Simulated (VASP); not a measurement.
TiO2:

```
Ti O
1.0
     4.59400    0.00000    0.00000
     0.00000    4.59400    0.00000
     0.00000    0.00000    2.95900
Ti O
2 4
Direct
  0.00000 0.00000 0.00000
  0.50000 0.50000 0.50000
  0.30480 0.30480 0.00000
  0.69520 0.69520 0.00000
  0.80480 0.19520 0.50000
  0.19520 0.80480 0.50000
```

Base run:

```yaml
Program: VASP 6.6.1
Functional: PBE
Potentials_or_basis: VASP PAW PBE potentials, release 64 (Ti_sv, O)
Cutoff: 600 eV
k_mesh: 5 × 5 × 8
Occupations: gaussian, width 0.01 eV
Spin: no spin polarisation
```

Its results: band gap on the k mesh 1.86 eV, direct; pressure 5.4 GPa; largest force 0.096 eV/Å.

Question: The run is repeated on the same cell with these changes: k mesh from 5 × 5 × 8 to 2 × 2 × 2. What comes out?

Answer: Band gap on the k mesh 1.67 eV, direct; pressure 6.9 GPa; largest force 0.311 eV/Å.

Caveats: some runs use coarse meshes.

A k mesh can miss the band edges.
